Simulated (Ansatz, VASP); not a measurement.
# One calculation of Ga4SbN3, two programs

Contents of INCAR:

```
SYSTEM = Ga4SbN3
PREC = Accurate ; ENCUT = 520
EDIFF = 1E-6 ; ISMEAR = -1
SIGMA = 0.02 ; LREAL = .FALSE.
LASPH = .TRUE. ; NELM = 80
ALGO = Normal ; ISIF = 2
LWAVE = .FALSE. ; LCHARG = .TRUE.
GGA = PE ; LELF = .TRUE.
LVHAR = .TRUE. ; NBANDS = 46
```

KPOINTS

```
regular mesh
0
G
  8 8 8
  0 0 0
```

The input POSCAR:

```
Ga4SbN3
1.0
   -2.4897316218      2.4897316218      4.7698295161
    2.4897316218     -2.4897316218      4.7698295161
    2.4897316218      2.4897316218     -4.7698295161
N Ga Sb
3 4 1
Direct
    0.2500000000      0.7500000000      0.5000000000
    0.5000000000      0.5000000000      0.0000000000
    0.7500000000      0.2500000000      0.5000000000
    0.8496740990      0.4338925041      0.0000000000
    0.1503259010      0.1503259010      0.5842184051
    0.4338925041      0.8496740990      0.0000000000
    0.5661074959      0.5661074959      0.4157815949
    0.0000000000      0.0000000000      0.0000000000
```

Input for Ansatz:

```yaml
crystal:
  lattice:
    - [-2.4897316218, 2.4897316218, 4.7698295161]
    - [2.4897316218, -2.4897316218, 4.7698295161]
    - [2.4897316218, 2.4897316218, -4.7698295161]
  atoms:
    - { symbol: "N", position: [0.25, 0.75, 0.5] }
    - { symbol: Ga, position: [0.849674099, 0.4338925041, 0.0] }
    - { symbol: "N", position: [0.5, 0.5, 0.0] }
    - { symbol: Ga, position: [0.150325901, 0.150325901, 0.5842184051] }
    - { symbol: "N", position: [0.75, 0.25, 0.5] }
    - { symbol: Ga, position: [0.4338925041, 0.849674099, 0.0] }
    - { symbol: Sb, position: [0.0, 0.0, 0.0] }
    - { symbol: Ga, position: [0.5661074959, 0.5661074959, 0.4157815949] }
kpoints:
  mp_grid: { grid: [8, 8, 8] }
  band_path:
    path:
      - [[0.0, 0.0, 0.0], [-1.660236469367e-17, 1.660236469367e-17, 0.5], [0.25, 0.25, 0.25], [-1.874226810082e-17, 0.5, 1.874226810082e-17], [0.0, 0.0, 0.0], [0.5, 0.5, -0.5], [0.3181144675027, 0.6818855324973, -0.3181144675027]]
      - [[-0.3181144675027, 0.3181144675027, 0.3181144675027], [0.0, 0.0, 0.0]]
      - [[-1.660236469367e-17, 1.660236469367e-17, 0.5], [-0.1362289350054, 0.1362289350054, 0.5]]
      - [[0.5, 0.5, -0.1362289350054], [0.5, 0.5, -0.5]]
    npoints: 10
hamiltonian:
  xc: pbe
scf:
  occupations: { method: fermi_dirac, width: 0.02 }
  n_extra_bands: 6
output:
  forces: true
  stress: true
  eigenvalues: true
```

Alike in both runs: task single point; functional PBE; k mesh 8 × 8 × 8; occupations fermi-dirac, width 0.02 eV; no spin polarisation.

|  | VASP | Ansatz |
| --- | --- | --- |
| version | VASP 6.6.1 | Ansatz 0.2.0 |
| potentials or method | VASP PAW PBE potentials, release 64 (N, Ga_d, Sb) | plane waves, PAW |
| plane-wave cutoff (eV) | 520 | 420 |
| valence electrons in the cell | 72 | 82 |

VASP gave:

| Item | Value |
| --- | --- |
| pressure (GPa) | 4.5 |
| rms of the force components (eV/Å) | 0.051 |

Task: What did Ansatz give for the same quantities?

Result: Pressure (GPa): 4.3; rms of the force components (eV/Å): 0.052.

VASP's potentials hold 72 valence electrons a cell and Ansatz's 82, so a difference there can come from the potentials and not from the codes.

Neither program's run includes spin-orbit coupling.
